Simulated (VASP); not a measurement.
Set up this calculation in VASP 6.6.1, as the native input.

```
Task                   : single point
Functional             : PBE
Potentials or basis    : VASP PAW PBE potentials, release 64 (Mo_sv, Pb_d, S)
Cutoff                 : 520 eV
k mesh                 : 2 × 2 × 6
Occupations            : gaussian, width 0.1 eV
Spin                   : collinear spin
Starting moments       : [4.3, 0.0, 0.0, 0.0, 0.0, 0.0] μB
Dipole correction      : no
Further INCAR settings : ALGO = Normal; EDIFF = 1e-07; NBANDS = 39
```

The structure of MoPbS4 lies in POSCAR:

```
MoPbS4
1.0
    7.7572644893      0.0000000000      0.0000000000
    0.0000000000      7.7572644893      0.0000000000
    0.0000000000      0.0000000000      3.0007143823
Mo Pb S
1 1 4
Direct
    0.0000000000      0.0000000000      0.0000000000
    0.5000000000      0.5000000000      0.0000000000
    0.1278234332      0.5000000000      0.0000000000
    0.8721765668      0.5000000000      0.0000000000
    0.5000000000      0.1278234332      0.0000000000
    0.5000000000      0.8721765668      0.0000000000
```

The cell was generated, and may not be a known phase.

These files were run (other wordings do the same):

INCAR

```
  ALGO = Normal
  EDIFF = 1E-7
  ENCUT = 520
  GGA = PE
  ISIF = 2
  ISMEAR = 0
  ISPIN = 2
  LASPH = T
  LCHARG = F
  LMAXMIX = 4
  LORBIT = 11
  LREAL = F
  LWAVE = F
  MAGMOM = 4.3 0 0 0 0 0
  NBANDS = 39
  NELM = 150
  PREC = Accurate
  SIGMA = 0.1
```

KPOINTS

```
k-points
0
Gamma
  2 2 6
```

Potentials or basis: VASP PAW PBE potentials, release 64 (Mo_sv, Pb_d, S).

The run is started by

```bash
$ cat potpaw_PBE.64/Mo_sv/POTCAR potpaw_PBE.64/Pb_d/POTCAR potpaw_PBE.64/S/POTCAR > POTCAR
$ mpirun -np 1 vasp_std > vasp.out
```

It gave:

* Pressure: -0.4 GPa
* Largest force: 0.176 eV/Å
* Net moment: 4.46 μB per cell
* Site moments: Mo +3.52; Pb +0.00; S -0.00 μB
* Valence electrons inside the program's atomic spheres: Mo 12.09; Pb 11.92; S 3.62

Caveat: the k points lie up to 0.40 Å⁻¹ apart.

Run time: 2 min on 1 thread of Intel(R) Xeon(R) 6975P-C (Granite Rapids), on a shared host, peak memory 0.42 GiB.
